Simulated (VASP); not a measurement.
**NiO2: single point with PBEsol**

Crystal: NiO2.

```xyz
6
Lattice="2.7833 0.0000 0.0000 -1.3917 2.3863 0.0000 0.0000 0.0000 10.8430" Properties=species:S:1:pos:R:3 pbc="T T T"
Ni    0.0000    0.0000    0.0000
Ni    0.0000    0.0000    5.4215
O     1.3917    0.7954    0.9335
O     1.3917    0.7954    4.4880
O     0.0000    1.5909    9.9095
O     0.0000    1.5909    6.3550
```

This cell differs from its parent crystal: strain -0.0100 x Voigt [0, 1, 0, 0, 0, 0].

```yaml
Program: VASP 6.6.1
Task: single point
Functional: PBEsol
Potentials_or_basis: VASP PAW PBE potentials, release 64 (Ni, O)
Cutoff: 520 eV
k_mesh: 12 × 12 × 4
Occupations: gaussian, width 0.05 eV
Spin: no spin polarisation
```

```json
{"Pressure": "2.7 GPa", "Largest force": "0.205 eV/Å", "Band gap on the k mesh": "1.15 eV, indirect (least direct gap 1.40 eV)"}
```

Forces on the atoms (eV/Å):
```
Ni   0.000  0.000  0.000
Ni   0.000  0.000  0.000
O    0.000 -0.060  0.196
O    0.000 -0.060 -0.196
O    0.000  0.060 -0.196
O    0.000  0.060  0.196
```

Stress tensor (GPa, compression positive):
```
2.04 0.00 0.00
0.00 4.58 0.00
0.00 0.00 1.46
```

Levels at points of the mesh, in eV from the valence-band top:
```csv
k point,band 18,band 19,band 20,band 21,band 22,band 23,band 24,band 25,band 26,band 27
"(0.00, 0.00, 0.00)",-1.03,-0.99,-0.98,-0.22,-0.08,2.39,2.40,2.42,2.43,7.47
"(0.50, 0.00, 0.00)",-1.73,-1.64,-1.63,-1.02,-0.99,1.67,1.78,2.30,2.31,11.95
"(0.00, 0.50, 0.00)",-1.70,-1.66,-1.64,-0.98,-0.95,1.71,1.82,2.26,2.28,11.90
"(0.00, 0.00, 0.50)",-1.03,-0.99,-0.99,-0.14,-0.14,2.39,2.39,2.42,2.42,7.98
"(0.50, 0.00, 0.50)",-1.73,-1.63,-1.63,-1.00,-1.00,1.73,1.73,2.30,2.30,12.36
"(0.00, 0.50, 0.50)",-1.73,-1.65,-1.65,-0.97,-0.97,1.77,1.77,2.27,2.27,12.31
```

Run time: 2.9 min on 1 thread of Intel(R) Xeon(R) 6975P-C (Granite Rapids) (shared host), peak memory 0.37 GiB.

Caveat: the cell differs from its parent crystal (strain -0.0100 x Voigt [0, 1, 0, 0, 0, 0]); the PAW data sets were made with another functional, which shifts forces and pressure a little. Spin polarisation is off, so any magnetic state and its effect on volume and gap are missing.
